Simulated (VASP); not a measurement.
Here is a VASP 6.6.1 calculation.

File INCAR:

```
PREC = Accurate ; ENCUT = 520
EDIFF = 1E-6 ; ISMEAR = 0
SIGMA = 0.05 ; LREAL = False
LASPH = True ; NELM = 100
ALGO = Normal ; ISIF = 2
LWAVE = False ; LCHARG = True
GGA = PE ; LELF = True
LVHAR = True ; NBANDS = 16
```

The input KPOINTS:

```
regular mesh
0
Gamma
  8 8 8
```

The input POSCAR:

```
AgCl
1.0
    0.0000000000      2.7687027469      2.8060228508
    2.7687027469      0.0000000000      2.8060228508
    2.7687027469      2.7687027469      0.0000000000
Ag Cl
1 1
Direct
    0.4775480680      0.5224519320      0.5224519320
    0.0683173339     -0.0683173339     -0.0683173339
```

Potentials or basis: VASP PAW PBE potentials, release 64 (Ag, Cl).

The run is started by

```sh
$ cat potpaw_PBE.64/Ag/POTCAR potpaw_PBE.64/Cl/POTCAR > POTCAR
$ mpirun -np 1 vasp_std > vasp.out
```

Question: Predict the band gap on the k mesh.

Answer: 1.18 eV, indirect (least direct gap 1.71 eV).

Question: Estimate the pressure.

Answer: 6.7 GPa.

Question: Estimate the largest force.

Answer: 1.915 eV/Å.

Forces in eV/Å, atoms in the order of the input:
```
Ag  -1.915  0.000  0.000
Cl   1.915  0.000  0.000
```

Caveat: forces of over 1 eV/Å act on the atoms, so gaps and moduli don't describe the material at rest. As with any semilocal functional, this PBE gap is likely too small.
